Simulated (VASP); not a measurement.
**Te: single point with PBE**

The system is Te.

```
Te
1.0
     4.55139    0.00000    0.00000
    -2.27569    3.94162    0.00000
     0.00000    0.00000    5.93162
Te
3
Direct
  0.73310 0.00000 0.33333
  0.00000 0.73310 0.66667
  0.26690 0.26690 0.00000
```

* Program: VASP 6.6.1
* Task: single point
* Functional: PBE
* Potentials or basis: VASP PAW PBE potentials, release 64 (Te)
* Cutoff: 520 eV
* k mesh: 6 × 6 × 4
* Occupations: gaussian, width 0.1 eV
* Spin: no spin polarisation

The pressure is -0.1 GPa, the largest force is 0.012 eV/Å and the band gap on the k mesh is 0.27 eV, direct.

Forces in eV/Å, atoms in the order of the input:
```
Te   0.012  0.000  0.000
Te  -0.006  0.010  0.000
Te  -0.006 -0.010  0.000
```

Stress tensor (GPa, compression positive):
```
-0.17  0.00  0.00
 0.00 -0.17  0.00
 0.00  0.00 -0.08
```

Levels at points of the mesh, in eV from the valence-band top:
| k point | band 5 | band 6 | band 7 | band 8 | band 9 | band 10 | band 11 | band 12 | band 13 | band 14 |
| --- | --- | --- | --- | --- | --- | --- | --- | --- | --- | --- |
| (0.00, 0.00, 0.00) | -2.73 | -2.73 | -1.60 | -1.60 | -0.77 | 1.01 | 1.01 | 1.53 | 5.08 | 5.08 |
| (0.50, 0.00, 0.00) | -4.19 | -3.41 | -3.24 | -0.99 | -0.78 | 0.90 | 0.96 | 3.15 | 3.58 | 7.18 |
| (0.00, 0.00, 0.50) | -2.60 | -2.60 | -1.25 | -1.03 | -1.03 | 0.48 | 0.48 | 0.53 | 4.24 | 5.31 |
| (0.50, 0.00, 0.50) | -3.53 | -3.50 | -2.29 | -1.94 | -0.12 | 0.87 | 1.95 | 2.47 | 4.69 | 5.43 |

Wall time 42 s on 1 thread of Oxide Virtual Turin-like Processor, with other jobs on the host, peak memory 0.2 GiB.

Caveat: spin-orbit coupling is left out, which moves the levels of the heavy elements. A k mesh can miss the band edges.
